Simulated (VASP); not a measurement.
Runs of VASP 6.6.1 on BaS. The structure is that of space group Fm-3m (No. 225), or close to it. The cells are those of the table. 

| task | cell | k mesh | cutoff (eV) | smearing | gap on the mesh (eV) | pressure (GPa) |
| --- | --- | --- | --- | --- | --- | --- |
| relaxation of cell and atoms | relaxed to 15 GPa from a = 4.478 Å, angles 60.0°, 2 atoms | 8 × 8 × 8 | 600 | gaussian 0.01 eV | (a) | 15.0 |
| single point | a = 4.308 Å, angles 60.0°, 2 atoms | 8 × 8 × 8 | 520 | gaussian 0.01 eV | 1.66 | 8.0 |
| relaxation of cell and atoms | relaxed to 7 GPa from a = 4.478 Å, angles 60.0°, 2 atoms | 8 × 8 × 8 | 600 | gaussian 0.01 eV | 1.70 | 7.0 |
| single point | a = 4.183 Å, angles 60.0°, 2 atoms | 8 × 8 × 8 | 520 | gaussian 0.01 eV | 1.32 | 16.4 |
| single point | a = 4.447 Å, angles 60.0°, 2 atoms | 8 × 8 × 8 | 520 | gaussian 0.01 eV | 1.89 | 1.7 |
| relaxation of cell and atoms | relaxed from a = 4.517 Å, angles 60.0°, 2 atoms | 14 × 14 × 14 | 600 | fermi-dirac 0.1 eV | 1.96 | 0.0 |
| relaxation of cell and atoms | relaxed to 4 GPa from a = 4.478 Å, angles 60.0°, 2 atoms | 8 × 8 × 8 | 600 | gaussian 0.01 eV | (b) | 4.0 |
| single point | a = 4.370 Å, angles 60.0°, 2 atoms | 8 × 8 × 8 | 520 | gaussian 0.01 eV | 1.77 | 4.9 |

Alike in all rows: level PBEsol; potentials or basis VASP PAW PBE potentials, release 64 (Ba_sv, S); no spin polarisation.

Estimate the missing entries.

(a) 1.39; (b) 1.81.

Caveats: the PAW data sets were made with another functional, which shifts forces and pressure a little; spin-orbit coupling is left out, which moves the levels of the heavy elements; the cell is relaxed towards a set pressure, so the enthalpy falls and the energy may rise (some runs).

A k mesh can miss the band edges, and the runs leave out spin-orbit coupling on Ba.
